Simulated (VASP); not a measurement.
# SnSe: single point with PBE+D3(BJ)

Crystal: SnSe.

```xyz
2
Lattice="3.4660 0.0000 0.0000 0.0000 3.4660 0.0000 0.0000 0.0000 3.4660" Properties=species:S:1:pos:R:3 pbc="T T T"
Se    0.0000    0.0000    0.0000
Sn    1.7330    1.7330    1.7330
```

This cell differs from its parent crystal: volume scaled by 0.880.

```
Program             : VASP 6.6.1
Task                : single point
Functional          : PBE
Dispersion          : D3(BJ)
Potentials or basis : VASP PAW PBE potentials, release 64 (Se, Sn_d)
Cutoff              : 520 eV
k mesh              : 10 × 10 × 10
Occupations         : gaussian, width 0.05 eV
Spin                : no spin polarisation
```

The pressure is 9.2 GPa and the band gap on the k mesh is zero (band 10 reaches 9.06 eV, above the bottom of band 11 at 6.76 eV). The dispersion energy per atom is -0.460 eV.

Levels at points of the mesh, in eV from the Fermi level:
| k point | band 8 | band 9 | band 10 | band 11 | band 12 | band 13 |
| --- | --- | --- | --- | --- | --- | --- |
| (0.00, 0.00, 0.00) | -2.54 | -2.54 | -2.54 | 3.86 | 3.86 | 7.28 |
| (0.50, 0.00, 0.00) | -0.93 | -0.93 | -0.01 | 0.98 | 3.20 | 3.20 |
| (0.50, 0.50, 0.00) | -6.35 | -6.35 | -0.43 | 4.61 | 4.61 | 5.51 |
| (0.50, 0.50, 0.50) | -3.95 | -3.95 | -3.95 | -1.83 | -1.83 | -1.83 |

It took 33 s on 1 thread of AMD EPYC 7R43 64-Core Processor (Zen 3), on a shared host, peak memory 0.15 GiB.

Caveat: spin-orbit coupling is left out, which moves the levels of the heavy elements; pairwise dispersion overbinds metals, which lowers pressure and volume.
